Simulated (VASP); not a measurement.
# Tb5C (F-43m) in VASP: a series of runs

Tb5C is run at these levels: PBE; tasks: single point, relaxation of cell and atoms.

All numbers are computed with VASP 6.6.1; they aren't measurements. Logs are shortened: lines on timing, memory, paths and dates and some standing lists are left out, and cuts for length are marked.

### 1 The cell of the first run

The structure is cubic, space group F-43m (No. 216). The conventional cell has a = 8.323 Å, b = 8.323 Å, c = 8.323 Å, α = 90.00°, β = 90.00°, γ = 90.00°. Tb (site symmetry 3m) has 9 Tb at 2.94 to 3.45 Å and 3 C at 3.45 Å within 3.9 Å. Within 4.5 Å of Tb (site symmetry -43m) lie 12 Tb at 3.45 Å and 4 C at 3.60 Å. Within 4.5 Å of C (site symmetry -43m) lie 16 Tb at 3.45 to 3.60 Å.

The cell was built from a structure type or drawn by symmetry, and may not be a known phase.

### 2 Single point, PBE

INCAR reads:

```
  ALGO = Normal
  EDIFF = 1E-6
  ENCUT = 600
  GGA = PE
  GGA_COMPAT = False
  ISIF = 2
  ISMEAR = 0
  LASPH = True
  LCHARG = False
  LMAXMIX = 6
  LREAL = False
  LWAVE = False
  NBANDS = 34
  NELM = 200
  PREC = Accurate
  SIGMA = 0.1
```

KPOINTS reads:

```
k-points
0
Gamma
  4 4 4
```

POSCAR reads:

```
Tb5C
1.0
    0.0000000000      4.1616825300      4.1616825300
    4.1616825300      0.0000000000      4.1616825300
    4.1616825300      4.1616825300      0.0000000000
Tb C
5 1
Direct
    0.3750000000      0.3750000000      0.8750000000
    0.3750000000      0.8750000000      0.3750000000
    0.8750000000      0.3750000000      0.3750000000
    0.3750000000      0.3750000000      0.3750000000
    0.7500000000      0.7500000000      0.7500000000
    0.0000000000      0.0000000000      0.0000000000
```

Potentials or basis: VASP PAW PBE potentials, release 64 (Tb_3, C), 4f in core.

Started as:

```sh
$ cat potpaw_PBE.64/Tb_3/POTCAR potpaw_PBE.64/C/POTCAR > POTCAR
$ mpirun -np 1 vasp_std > vasp.out
```

OUTCAR:

```text
EDIFF = 1E-6
   ENCUT = 600
   GGA = PE
   ISIF = 2
   ISMEAR = 0
   LASPH = True
   LREAL = False
   NELM = 200
   PREC = Accurate

 ion  position               nearest neighbor table
   1  0.375  0.375  0.875-   4 2.94   2 2.94   3 2.94   4 2.94   2 2.94   3 2.94   5 3.45   5 3.45
                             5 3.45
   2  0.375  0.875  0.375-   4 2.94   1 2.94   1 2.94   3 2.94   4 2.94   3 2.94   5 3.45   5 3.45
                             5 3.45
   3  0.875  0.375  0.375-   4 2.94   1 2.94   2 2.94   1 2.94   2 2.94   4 2.94   5 3.45   5 3.45
                             5 3.45
   4  0.375  0.375  0.375-   1 2.94   2 2.94   3 2.94   1 2.94   2 2.94   3 2.94   5 3.45   5 3.45
                             5 3.45
   5  0.750  0.750  0.750-   1 3.45   2 3.45   4 3.45   1 3.45   3 3.45   4 3.45   2 3.45   3 3.45
                             4 3.45   1 3.45   2 3.45   3 3.45
   6  0.000  0.000  0.000-

  LATTYP: Found a face centered cubic cell.
 ALAT       =     8.3233650600

  Lattice vectors:

 A1 = (   0.0000000000,   4.1616825300,   4.1616825300)
 A2 = (   4.1616825300,   0.0000000000,   4.1616825300)
 A3 = (   4.1616825300,   4.1616825300,   0.0000000000)

Analysis of symmetry for initial positions (statically):
=====================================================================
 Subroutine PRICEL returns:
 Original cell was already a primitive cell.

 Routine SETGRP: Setting up the symmetry group for a
 face centered cubic supercell.

 Subroutine GETGRP returns: Found 24 space group operations
 (whereof 24 operations were pure point group operations)
 out of a pool of 48 trial point group operations.

The static configuration has the point symmetry T_d .

Analysis of symmetry for dynamics (positions and initial velocities):
=====================================================================
 Subroutine PRICEL returns:
 Original cell was already a primitive cell.

 Routine SETGRP: Setting up the symmetry group for a
 face centered cubic supercell.

 Subroutine GETGRP returns: Found 24 space group operations
 (whereof 24 operations were pure point group operations)
 out of a pool of 48 trial point group operations.

The dynamic configuration has the point symmetry T_d .

 Subroutine INISYM returns: Found 24 space group operations
 (whereof 24 operations are pure point group operations),
 and found     1 'primitive' translations

[... 88 lines left out ...]
   NSW    =      0    number of steps for IOM
   IBRION =     -1    ionic relax: 0-MD 1-quasi-New 2-CG
   NFREE  =      0    steps in history (QN), initial steepest desc. (CG)
   ISIF   =      2    stress and relaxation
   ISYM   =      2    0-nonsym 1-usesym 2-fastsym
   POTIM  = 0.5000    time-step for ionic-motion
   TEBEG  =    0.0;   TEEND  =   0.0 temperature during run
   PSTRESS=    0.0 pullay stress
   NELECT =      49.0000    total number of electrons
   NUPDOWN=      -1.0000    fix difference up-down
   EMIN   =  10.00;   EMAX   =-10.00  energy-range for DOS
   EFERMI =   0.00;   METHOD = LEGACY
   ISMEAR =     0;   SIGMA  =   0.10  broadening in eV -4-tet -1-fermi 0-gaus
   EFERMI_NEDOS =   21; number of points for ismear=-14 and -15
   IALGO  =     38    algorithm
   IMIX   =      4    mixing-type and parameters
     AMIX     =   0.40;   BMIX     =  1.00
     AMIX_MAG =   1.60;   BMIX_MAG =  1.00
  volume/ion in A,a.u.               =      24.03       162.14
  Fermi-wavevector in a.u.,A,eV,Ry     =   1.142513  2.159037 17.760182  1.305337
  Thomas-Fermi vector in A             =   2.279211
   LORBIT       =      0    0 simple, 1 ext, 2 COOP (PROOUT), +10 PAW based schemes
   GGA     = PE    functional components
   LHFCALC =     F    Hartree Fock is set to
   AEXX    =    0.0000 exact exchange contribution
   IVDW    =     0    specifies the selected vdW correction
   LEPSILON=     F    determine dielectric tensor
   LRPA    =     F    only Hartree local field effects (RPA)
 non-spin polarized calculation
 Gauss-broadening in eV      SIGMA  =   0.10
  energy-cutoff  :      600.00
  volume of cell :      144.16
 maximum number of plane-waves:      4909
 NGX is ok and might be reduce to    48
   NGX = 23   NGY = 23   NGZ = 23

 number of electron      49.0000005 magnetization

 Free energy of the ion-electron system (eV)
  ---------------------------------------------------
  ext. energy  EPLUGINS =         0.00000000
  ---------------------------------------------------
  free energy    TOTEN  =       -23.27536470 eV

  energy without entropy =      -23.23488783  energy(sigma->0) =      -23.25512626

 E-fermi :   3.9973     XC(G=0): -10.5243

 val. band max:        3.9882801620   @ k =  -0.2500   0.2500   0.0000
 cond. band min:       4.0346230360   @ k =   0.5000   0.0000   0.0000
 fundamental gap:      0.0463428740
 Fermi energy:         3.9973414024

 k-point     1 :       0.0000    0.0000    0.0000
  band No.  band energies     occupation
      1     -20.3576      2.00000
      2     -19.1574      2.00000
      3     -19.1574      2.00000
      4     -19.1574      2.00000
      5     -18.6345      2.00000
      6     -18.6345      2.00000
[... 285 lines left out ...]
     33       6.4806      0.00000
     34       6.5061      0.00000

------------------------ aborting loop because EDIFF is reached ----------------------------------------

  FORCE on cell =-STRESS in cart. coord.  units (eV):
  Direction    XX          YY          ZZ          XY          YZ          ZX
  --------------------------------------------------------------------------------------
  -------------------------------------------------------------------------------------
  Total        8.8558318      8.8558318      8.8558318      0.0000000      0.0000000      0.0000000
  in kB       98.4244747     98.4244747     98.4244747      0.0000000      0.0000000      0.0000000
  external PRESSURE =      98.4244747 kB  Pullay stress =       0.0000000 kB

 VOLUME and BASIS-vectors are now :
 -----------------------------------------------------------------------------
  energy-cutoff  :      600.00
  volume of cell :      144.16
      direct lattice vectors                 reciprocal lattice vectors
     0.000000000  4.161682530  4.161682530    -0.120143715  0.120143715  0.120143715
     4.161682530  0.000000000  4.161682530     0.120143715 -0.120143715  0.120143715
     4.161682530  4.161682530  0.000000000     0.120143715  0.120143715 -0.120143715

 POSITION                                       TOTAL-FORCE (eV/Angst)
 -----------------------------------------------------------------------------------
      5.20210      5.20210      3.12126         0.151313      0.151313     -0.151313
      5.20210      3.12126      5.20210         0.151313     -0.151313      0.151313
      3.12126      5.20210      5.20210        -0.151313      0.151313      0.151313
      3.12126      3.12126      3.12126        -0.151313     -0.151313     -0.151313
      6.24252      6.24252      6.24252         0.000000      0.000000      0.000000
      0.00000      0.00000      0.00000         0.000000      0.000000      0.000000
 -----------------------------------------------------------------------------------
    total drift:                                0.000000      0.000000      0.000000

  FREE ENERGIE OF THE ION-ELECTRON SYSTEM (eV)
  ---------------------------------------------------
  free  energy   TOTEN  =       -23.2753646994 eV

  energy  without entropy=      -23.2348878256  energy(sigma->0) =      -23.25512626
```

OSZICAR:

```text
N       E                     dE             d eps       ncg     rms          rms(c)
DAV:   1     0.237864412917E+03    0.23786E+03   -0.24096E+04   544   0.147E+03
DAV:   2    -0.518938907591E+01   -0.24305E+03   -0.23543E+03   546   0.394E+02
DAV:   3    -0.235847030720E+02   -0.18395E+02   -0.16540E+02   768   0.610E+01
DAV:   4    -0.245296075681E+02   -0.94490E+00   -0.91475E+00   680   0.960E+00
DAV:   5    -0.245541465488E+02   -0.24539E-01   -0.24420E-01   752   0.168E+00    0.400E+01
DAV:   6    -0.234489979296E+02    0.11051E+01   -0.55396E+00   734   0.890E+00    0.219E+01
DAV:   7    -0.235623295415E+02   -0.11333E+00   -0.31249E+00   792   0.689E+00    0.114E+01
DAV:   8    -0.232978959683E+02    0.26443E+00   -0.16025E+00   784   0.369E+00    0.181E+00
DAV:   9    -0.232748373623E+02    0.23059E-01   -0.21828E-01   752   0.187E+00    0.984E-01
DAV:  10    -0.232755429313E+02   -0.70557E-03   -0.22735E-02   596   0.655E-01    0.354E-01
DAV:  11    -0.232753877583E+02    0.15517E-03   -0.19368E-03   734   0.207E-01    0.790E-02
DAV:  12    -0.232753654689E+02    0.22289E-04   -0.25103E-04   704   0.753E-02    0.210E-02
DAV:  13    -0.232753651806E+02    0.28837E-06   -0.34997E-05   712   0.324E-02    0.122E-02
DAV:  14    -0.232753646994E+02    0.48120E-06   -0.32910E-06   510   0.102E-02
   1 F= -.23275365E+02 E0= -.23255126E+02  d E =-.404769E-01
```

Wall time 45 s (1 thread of AMD EPYC 9R14 (Zen 4), shared host); peak memory 0.3 GiB.

Results:

| Property | Result |
| --- | --- |
| Free energy | -23.2754 eV |
| Pressure | 9.8 GPa |
| Band gap on the k mesh | zero (an odd number of electrons rules out a gap without spin polarisation) |

Levels at points of the mesh, in eV from the Fermi level:
```tsv
k point	band 21	band 22	band 23	band 24	band 25	band 26	band 27	band 28	band 29	band 30
(0.00, 0.00, 0.00)	-2.20	-1.81	-1.81	-1.81	-0.15	-0.15	1.09	1.09	1.09	1.61
(0.50, 0.00, 0.00)	-1.29	-0.86	-0.86	-0.04	-0.04	0.04	0.77	0.77	1.12	1.39
(0.50, 0.50, 0.00)	-1.26	-0.86	-0.31	-0.31	-0.09	0.38	0.78	1.24	1.24	1.46
```

Caveat: the cell stands under pressure; spin-orbit coupling is left out, which moves the levels of the heavy elements; the 4f electrons are frozen in the core, so they carry no moment and show no levels.

### 3 Single point, PBE

This run uses another cell than the first one, of 29.23 Å³/atom.

INCAR reads:

```
SYSTEM = Tb5C
PREC     = Accurate       ! precision mode
ENCUT    = 600            ! plane-wave cutoff, eV
EDIFF    = 1E-6           ! SCF threshold, eV
ISMEAR   = 0              ! smearing method
SIGMA    = 0.1            ! smearing width, eV
LREAL    = .False.        ! projectors in reciprocal space
LASPH    = .True.         ! aspherical terms in the spheres
NELM     = 200            ! most SCF steps
ALGO     = Normal         ! electronic algorithm
ISIF     = 2              ! what is computed and relaxed
LWAVE    = .False.        ! write WAVECAR
LCHARG   = .False.        ! write CHGCAR
GGA      = PE             ! functional
NBANDS   = 34             ! bands
GGA_COMPAT= .False.      
LMAXMIX  = 6              ! l up to which the mixer works
```

KPOINTS reads:

```
Automatic mesh
0
Gamma
  4 4 4
  0 0 0
```

POSCAR reads:

```
Tb5C
1.0
    0.0000000000      4.4429831677      4.4429831677
    4.4429831677      0.0000000000      4.4429831677
    4.4429831677      4.4429831677      0.0000000000
Tb C
5 1
Direct
    0.3750677624      0.3750677624      0.8747967129
    0.3750677624      0.8747967129      0.3750677624
    0.8747967129      0.3750677624      0.3750677624
    0.3750677624      0.3750677624      0.3750677624
    0.7500000000      0.7500000000      0.7500000000
    0.0000000000      0.0000000000      0.0000000000
```

Potentials or basis: VASP PAW PBE potentials, release 64 (Tb_3, C), 4f in core.

Started as:

```sh
$ cat potpaw_PBE.64/Tb_3/POTCAR potpaw_PBE.64/C/POTCAR > POTCAR
$ mpirun -np 1 vasp_std > vasp.out
```

Wall time 55 s (1 thread of AMD EPYC 9R14 (Zen 4), shared host); peak memory 0.33 GiB.

It converged, with:

| Quantity | Value |
| --- | --- |
| Free energy | -24.1732 eV |
| Pressure | 0.5 GPa |
| Largest force | 0.014 eV/Å |
| Band gap on the k mesh | zero (an odd number of electrons rules out a gap without spin polarisation) |

Forces on the atoms (eV/Å):
```
Tb   0.008  0.008 -0.008
Tb   0.008 -0.008  0.008
Tb  -0.008  0.008  0.008
Tb  -0.008 -0.008 -0.008
Tb   0.000  0.000  0.000
C    0.000  0.000  0.000
```

Levels at points of the mesh, in eV from the Fermi level:
```
           k point  band 21  band 22  band 23  band 24  band 25  band 26  band 27  band 28
(0.00, 0.00, 0.00)    -1.68    -1.56    -1.56    -1.56     0.01     0.01     0.70     0.70
(0.50, 0.00, 0.00)    -1.11    -0.75    -0.75    -0.39    -0.02    -0.02     0.63     0.63
(0.50, 0.50, 0.00)    -1.32    -0.70    -0.44    -0.44     0.02     0.30     0.53     0.91
```

Caveat: spin-orbit coupling is left out, which moves the levels of the heavy elements; the 4f electrons are frozen in the core, so they carry no moment and show no levels. Spin polarisation is off, so any magnetic state and its effect on volume and gap are missing.

[end of part 1 of 2]
